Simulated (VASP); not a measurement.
Input of a VASP 6.6.1 run:

The input INCAR:

```
SYSTEM = Ru
  PREC = Accurate
  ENCUT = 450
  EDIFF = 1E-7
  ISMEAR = 0
  SIGMA = 0.1
  LREAL = .FALSE.
  LASPH = .TRUE.
  NELM = 120
  ALGO = Normal
  ISIF = 2
  LWAVE = .FALSE.
  LCHARG = .FALSE.
  LDIPOL = .TRUE.
  IDIPOL = 3
  DIPOL = 0.5 0.5 0.500
  GGA = PS
  IBRION = 2
  NSW = 90
  EDIFFG = -0.03
  GGA_COMPAT = .FALSE.
  NELMIN = 4
  NELMDL = -8
```

The input KPOINTS:

```
Automatic mesh
0
G
  12 12 1
  0 0 0
```

The input POSCAR:

```
Ru
1.0
    2.6895239995      0.0000000000      0.0000000000
   -1.3447619997      2.3291961076      0.0000000000
    0.0000000000      0.0000000000     21.2519209516
Ru
3
Selective dynamics
Direct
    0.3333333333      0.6666666667      0.3999638442  F F F
    0.6666666667      0.3333333333      0.5000000000  T T T
    0.3333333333      0.6666666667      0.6000361558  T T T
```

Potentials or basis: VASP PAW PBE potentials, release 64 (Ru_pv).

Launch:

```bash
$ cat potpaw_PBE.64/Ru_pv/POTCAR > POTCAR
$ mpirun -np 1 vasp_std > vasp.out
```

Predict the band gap on the k mesh.

zero (bands 21 and 22 overlap by 2.28 eV).

Estimate the energy gained by relaxing.

25.3 meV/atom.

Final structure:
```
Ru
1.0
     2.68952    0.00000    0.00000
    -1.34476    2.32920    0.00000
     0.00000    0.00000   21.25192
Ru
3
Direct
  0.33333 0.66667 0.39996
  0.66667 0.33333 0.49654
  0.33333 0.66667 0.59318
```
